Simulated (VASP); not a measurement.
Wanted: the native input for a VASP 6.6.1 run.

* Task: single point
* Functional: PBE
* Potentials or basis: VASP PAW PBE potentials, release 64 (Li_sv, Nb_sv)
* Cutoff: 520 eV
* k mesh: 11 × 11 × 5
* Occupations: fermi-dirac, width 0.05 eV
* Spin: no spin polarisation
* Dipole correction: no
* Further INCAR settings: ALGO = Fast; EDIFF = 1e-06; NBANDS = 16

The structure of Li2Nb lies in POSCAR:

```
Li2Nb
1.0
    2.7809289600      0.0000000000      0.0000000000
   -1.3904644800      2.4083551200      0.0000000000
    0.0000000000      0.0000000000      5.5885382400
Li Nb
2 1
Direct
    0.0000000000      0.0000000000      0.1605760300
    0.0000000000      0.0000000000      0.8394239700
    0.0000000000      0.0000000000      0.5000000000
```

These files were run (other wordings do the same):

INCAR

```
ALGO = Fast
EDIFF = 1E-6
ENCUT = 520
GGA = PE
ISIF = 2
ISMEAR = -1
LASPH = True
LCHARG = False
LREAL = False
LWAVE = False
NBANDS = 16
NELM = 60
PREC = Accurate
SIGMA = 0.05
```

KPOINTS

```
k-points
0
Gamma
  11 11 5
```

Potentials or basis: VASP PAW PBE potentials, release 64 (Li_sv, Nb_sv).

Run with:

```sh
$ cat potpaw_PBE.64/Li_sv/POTCAR potpaw_PBE.64/Nb_sv/POTCAR > POTCAR
$ mpirun -np 1 vasp_std > vasp.out
```

It gave:

- Largest force: 3.463 eV/Å
- Band gap on the k mesh: zero (an odd number of electrons rules out a gap without spin polarisation)

Caveat: atoms lie so close that the PAW spheres overlap strongly, which falsifies energies and pressures; forces of over 1 eV/Å act on the atoms, so gaps and moduli don't describe the material at rest.

It took 80 s on 1 thread of Intel(R) Xeon(R) Platinum 8259CL CPU @ 2.50GHz (Skylake/Cascade Lake), on a shared host, peak memory 0.17 GiB.
